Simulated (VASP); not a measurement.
# TiC (Fmmm) in VASP: further runs, part 2 of 2

VASP 6.6.1. Earlier steps stand in the parts before.

## 3. Single point, r2SCAN (strain +0.0050 x Voigt [1, -1, 0, 0, 0, 0])

The input, POSCAR:

```
TiC
1.0
    0.0000000000      2.1531800000      2.1640000000
    2.1748200000      0.0000000000      2.1640000000
    2.1748200000      2.1531800000      0.0000000000
Ti C
1 1
Direct
    0.0000000000      0.0000000000      0.0000000000
    0.5000000000      0.5000000000      0.5000000000
```

The input, INCAR.step1:

```
PREC = Accurate ; ENCUT = 520
ISMEAR = 0 ; SIGMA = 0.15
LREAL = F ; LASPH = T
NELM = 100 ; NBANDS = 15
GGA = PE ; ALGO = Normal
EDIFF = 1E-4 ; LWAVE = T
LCHARG = F
```

The input, INCAR.step2:

```
PREC = Accurate ; ENCUT = 520
EDIFF = 1E-6 ; ISMEAR = 0
SIGMA = 0.15 ; LREAL = F
LASPH = T ; NELM = 100
ALGO = Normal ; ISIF = 2
LWAVE = F ; LCHARG = T
METAGGA = R2SCAN ; LMIXTAU = T
LELF = T ; LVHAR = T
NBANDS = 15 ; ISTART = 1
```

The input, KPOINTS:

```
regular mesh
0
Gamma
  18 18 18
```

Potentials or basis: VASP PAW PBE potentials, release 64 (Ti_sv, C).

Started as:

```bash
cat potpaw_PBE.64/Ti_sv/POTCAR potpaw_PBE.64/C/POTCAR > POTCAR
cp INCAR.step1 INCAR
mpirun -np 1 vasp_std > vasp.out
cp INCAR.step2 INCAR
mpirun -np 1 vasp_std > vasp.out
```

OUTCAR:

```text
PREC = Accurate
   ENCUT = 520
   EDIFF = 1E-6
   ISMEAR = 0
   LREAL = F
   LASPH = T
   NELM = 100
   ISIF = 2
   METAGGA = R2SCAN
   ISTART = 1

 ion  position               nearest neighbor table
   1  0.000  0.000  0.000-   2 2.15   2 2.15   2 2.16   2 2.16   2 2.17   2 2.17
   2  0.500  0.500  0.500-   1 2.15   1 2.15   1 2.16   1 2.16   1 2.17   1 2.17

  LATTYP: Found a face centered orthorhombic cell.
 ALAT       =     4.3063600000
 B/A-ratio  =     1.0050251256
 C/A-ratio  =     1.0100502513

  Lattice vectors:

 A1 = (  -2.1748200000,   0.0000000000,  -2.1640000000)
 A2 = (  -2.1748200000,   2.1531800000,   0.0000000000)
 A3 = (   0.0000000000,   2.1531800000,  -2.1640000000)

Analysis of symmetry for initial positions (statically):
=====================================================================
 Subroutine PRICEL returns:
 Original cell was already a primitive cell.

 Routine SETGRP: Setting up the symmetry group for a
 face centered orthorhombic supercell.

 Subroutine GETGRP returns: Found  8 space group operations
 (whereof  8 operations were pure point group operations)
 out of a pool of  8 trial point group operations.

The static configuration has the point symmetry D_2h.

Analysis of symmetry for dynamics (positions and initial velocities):
=====================================================================
 Subroutine PRICEL returns:
 Original cell was already a primitive cell.

 Routine SETGRP: Setting up the symmetry group for a
 face centered orthorhombic supercell.

 Subroutine GETGRP returns: Found  8 space group operations
 (whereof  8 operations were pure point group operations)
 out of a pool of  8 trial point group operations.

The dynamic configuration has the point symmetry D_2h.

 Subroutine INISYM returns: Found  8 space group operations
 (whereof  8 operations are pure point group operations),
 and found     1 'primitive' translations

----------------------------------------------------------------------------------------

                                     Primitive cell

  volume of cell :      20.2671

  direct lattice vectors                    reciprocal lattice vectors
     0.000000000  2.153180000  2.164000000    -0.229904084  0.232214678  0.231053604
     2.174820000  0.000000000  2.164000000     0.229904084 -0.232214678  0.231053604
     2.174820000  2.153180000  0.000000000     0.229904084  0.232214678 -0.231053604

  length of vectors
     3.052716841  3.068018584  3.060396403     0.400206587  0.400206587  0.400206587

  position of ions in fractional coordinates (direct lattice)
     0.000000000  0.000000000  0.000000000
     0.500000000  0.500000000  0.500000000

  ion indices of the primitive-cell ions
   primitive index   ion index
                 1           1
                 2           2

----------------------------------------------------------------------------------------

 KPOINTS: regular mesh

Automatic generation of k-mesh.
 Grid dimensions read from file:
 generate k-points for:   18   18   18

 Generating k-lattice:

[... 23 lines left out ...]
  0.277778 -0.000000  0.000000      8.000000
[... 16 lines left out ...]
 -0.277778  0.055556  0.000000      8.000000
 -0.222222  0.055556 -0.000000      8.000000
 [... further k-points ...]
   k-points           NKPTS =    865   k-points in BZ     NKDIM =    865   number of bands    NBANDS=     15
   number of dos      NEDOS =    301   number of ions     NIONS =      2
   total plane-waves  NPLWV =  13824
   dimension x,y,z NGX =    24 NGY =   24 NGZ =   24
   dimension x,y,z NGXF=    48 NGYF=   48 NGZF=   48
   ions per type =               1   1
   NGX,Y,Z   is equivalent  to a cutoff of  13.07, 13.00, 13.04 a.u.
   NGXF,Y,Z  is equivalent  to a cutoff of  26.14, 26.01, 26.07 a.u.
 SYSTEM =  unknown system
   PREC   = accura    normal or accurate (medium, high low for compatibility)
   ISTART =      1    job   : 0-new  1-cont  2-samecut
   ICHARG =      0    charge: 1-file 2-atom 10-const
   ISPIN  =      1    spin polarized calculation?
   LNONCOLLINEAR =      F non collinear calculations
   LSORBIT =      F    spin-orbit coupling
   LASPH  =      T    aspherical Exc in radial PAW
   ENCUT  =  520.0 eV  38.22 Ry    6.18 a.u.   5.68  5.70  5.69*2*pi/ulx,y,z
   NELM   =    100;   NELMIN=  2; NELMDL=  0     # of ELM steps
   EDIFF  = 0.1E-05   stopping-criterion for ELM
   LREAL  =      F    real-space projection
   EDIFFG = 0.1E-04   stopping-criterion for IOM
   NSW    =      0    number of steps for IOM
   IBRION =     -1    ionic relax: 0-MD 1-quasi-New 2-CG
   NFREE  =      0    steps in history (QN), initial steepest desc. (CG)
   ISIF   =      2    stress and relaxation
   ISYM   =      2    0-nonsym 1-usesym 2-fastsym
   POTIM  = 0.5000    time-step for ionic-motion
   TEBEG  =    0.0;   TEEND  =   0.0 temperature during run
   PSTRESS=    0.0 pullay stress
   NELECT =      16.0000    total number of electrons
   NUPDOWN=      -1.0000    fix difference up-down
   EMIN   =  10.00;   EMAX   =-10.00  energy-range for DOS
   EFERMI =   0.00;   METHOD = LEGACY
   ISMEAR =     0;   SIGMA  =   0.15  broadening in eV -4-tet -1-fermi 0-gaus
   EFERMI_NEDOS =   21; number of points for ismear=-14 and -15
   IALGO  =     38    algorithm
   IMIX   =      4    mixing-type and parameters
     AMIX     =   0.40;   BMIX     =  1.00
     AMIX_MAG =   1.60;   BMIX_MAG =  1.00
  volume/ion in A,a.u.               =      10.13        68.38
  Fermi-wavevector in a.u.,A,eV,Ry     =   1.513043  2.859236 31.147794  2.289298
  Thomas-Fermi vector in A             =   2.622886
   LORBIT       =      0    0 simple, 1 ext, 2 COOP (PROOUT), +10 PAW based schemes
   METAGGA = R2SCAN    functional components
   LHFCALC =     F    Hartree Fock is set to
   AEXX    =    0.0000 exact exchange contribution
   IVDW    =     0    specifies the selected vdW correction
   LEPSILON=     F    determine dielectric tensor
   LRPA    =     F    only Hartree local field effects (RPA)
 non-spin polarized calculation
 Gauss-broadening in eV      SIGMA  =   0.15
  energy-cutoff  :      520.00
  volume of cell :       20.27
 maximum number of plane-waves:       556
   NGX = 11   NGY = 11   NGZ = 11

 number of electron      16.0000000 magnetization

 Free energy of the ion-electron system (eV)
  ---------------------------------------------------
  ext. energy  EPLUGINS =         0.00000000
  ---------------------------------------------------
  free energy    TOTEN  =       -24.86906554 eV

  energy without entropy =      -24.86618824  energy(sigma->0) =      -24.86762689

 E-fermi :   9.5255     XC(G=0): -13.6027

 val. band max:        9.5185266328   @ k =   0.1111  -0.0000   0.0556
 cond. band min:       9.5259831163   @ k =   0.5000   0.4444  -0.0000
 fundamental gap:      0.0074564836
 Fermi energy:         9.5254608053

 k-point     1 :       0.0000    0.0000    0.0000
  band No.  band energies     occupation
      1     -49.4534      2.00000
      2     -24.4363      2.00000
      3     -24.4300      2.00000
      4     -24.4243      2.00000
      5      -3.7001      2.00000
      6      10.3427      0.00000
      7      10.3830      0.00000
      8      10.4230      0.00000
      9      11.1674      0.00000
     10      11.1865      0.00000
     11      11.2062      0.00000
     12      11.2071      0.00000
     13      11.2703      0.00000
     14      20.7520      0.00000
[... 401 lines left out ...]
      2     -24.6806      2.00000
      3     -24.4715      2.00000
      4     -24.4452      2.00000
      5      -2.4008      2.00000
      6       6.7170      2.00000
      7       7.5724      2.00000
      8       7.8743      2.00000
      9      11.2317      0.00000
     10      11.6120      0.00000
     11      12.6332      0.00000
     12      14.8867      0.00000
     13      15.9762      0.00000
     14      21.5101      0.00000
     15      24.5379      0.00000

 [... further k-points ...]

------------------------ aborting loop because EDIFF is reached ----------------------------------------

  FORCE on cell =-STRESS in cart. coord.  units (eV):
  Direction    XX          YY          ZZ          XY          YZ          ZX
  --------------------------------------------------------------------------------------
  -------------------------------------------------------------------------------------
  Total       -0.1338703      0.3806961      0.1164336      0.0000000      0.0000000      0.0000000
  in kB      -10.5828791     30.0952622      9.2044556      0.0000000      0.0000000      0.0000000
  external PRESSURE =       9.5722796 kB  Pullay stress =       0.0000000 kB

 VOLUME and BASIS-vectors are now :
 -----------------------------------------------------------------------------
  energy-cutoff  :      520.00
  volume of cell :       20.27
      direct lattice vectors                 reciprocal lattice vectors
     0.000000000  2.153180000  2.164000000    -0.229904084  0.232214678  0.231053604
     2.174820000  0.000000000  2.164000000     0.229904084 -0.232214678  0.231053604
     2.174820000  2.153180000  0.000000000     0.229904084  0.232214678 -0.231053604

 POSITION                                       TOTAL-FORCE (eV/Angst)
 -----------------------------------------------------------------------------------
      0.00000      0.00000      0.00000        -0.000000     -0.000000     -0.000000
      2.17482      2.15318      2.16400         0.000000      0.000000      0.000000
 -----------------------------------------------------------------------------------
    total drift:                                0.000000     -0.000000     -0.000000

  FREE ENERGIE OF THE ION-ELECTRON SYSTEM (eV)
  ---------------------------------------------------
  free  energy   TOTEN  =       -24.8690655376 eV

  energy  without entropy=      -24.8661882421  energy(sigma->0) =      -24.86762689
```

OUTCAR.step1:

```text
PREC = Accurate
   ENCUT = 520
   ISMEAR = 0
   LREAL = F
   LASPH = T
[... 654 lines left out ...]
 -----------------------------------------------------------------------------------
      0.00000      0.00000      0.00000         0.000000      0.000000      0.000000
      2.17482      2.15318      2.16400         0.000000     -0.000000     -0.000000
 -----------------------------------------------------------------------------------
    total drift:                                0.000000     -0.000000     -0.000000

  FREE ENERGIE OF THE ION-ELECTRON SYSTEM (eV)
  ---------------------------------------------------
  free  energy   TOTEN  =       -18.7094116453 eV

  energy  without entropy=      -18.7059684060  energy(sigma->0) =      -18.70769003
```

OSZICAR.step1:

```text
N       E                     dE             d eps       ncg     rms          rms(c)
DAV:   1     0.118719310739E+03    0.11872E+03   -0.80014E+03 26002   0.128E+03
DAV:   2    -0.166539484001E+02   -0.13537E+03   -0.12704E+03 27686   0.336E+02
DAV:   3    -0.240760437775E+02   -0.74221E+01   -0.73066E+01 34108   0.774E+01
DAV:   4    -0.243082827842E+02   -0.23224E+00   -0.23204E+00 32312   0.126E+01
DAV:   5    -0.243140900725E+02   -0.58073E-02   -0.58061E-02 34160   0.175E+00    0.183E+01
DAV:   6    -0.193266969642E+02    0.49874E+01   -0.11822E+01 37057   0.563E+01    0.692E+00
DAV:   7    -0.187448810447E+02    0.58182E+00   -0.21516E+00 30446   0.208E+01    0.493E+00
DAV:   8    -0.187212267355E+02    0.23654E-01   -0.10536E-01 29937   0.343E+00    0.342E+00
DAV:   9    -0.187129912275E+02    0.82355E-02   -0.97468E-02 35263   0.433E+00    0.750E-01
DAV:  10    -0.187115710391E+02    0.14202E-02   -0.11767E-02 34729   0.139E+00    0.647E-01
DAV:  11    -0.187095665450E+02    0.20045E-02   -0.28892E-03 30276   0.757E-01    0.184E-01
DAV:  12    -0.187094225347E+02    0.14401E-03   -0.31180E-04 33259   0.240E-01    0.422E-02
DAV:  13    -0.187094116453E+02    0.10889E-04   -0.47750E-05 15606   0.694E-02
   1 F= -.18709412E+02 E0= -.18707690E+02  d E =-.344324E-02
```

Wall time 36 min (1 thread of Oxide Virtual Turin-like, shared host); peak memory 0.34 GiB.

What came out:

```yaml
Free_energy: -24.8691 eV
Pressure: 1.0 GPa
Band_gap_on_the_k_mesh: zero (bands 8 and 9 overlap by 1.43 eV)
```

Stress tensor (GPa, compression positive):
```
-1.06  0.00  0.00
 0.00  3.01  0.00
 0.00  0.00  0.92
```

Caveat: the cell differs from its parent crystal (strain +0.0050 x Voigt [1, -1, 0, 0, 0, 0]); the PAW data sets were made with another functional, which shifts forces and pressure a little.
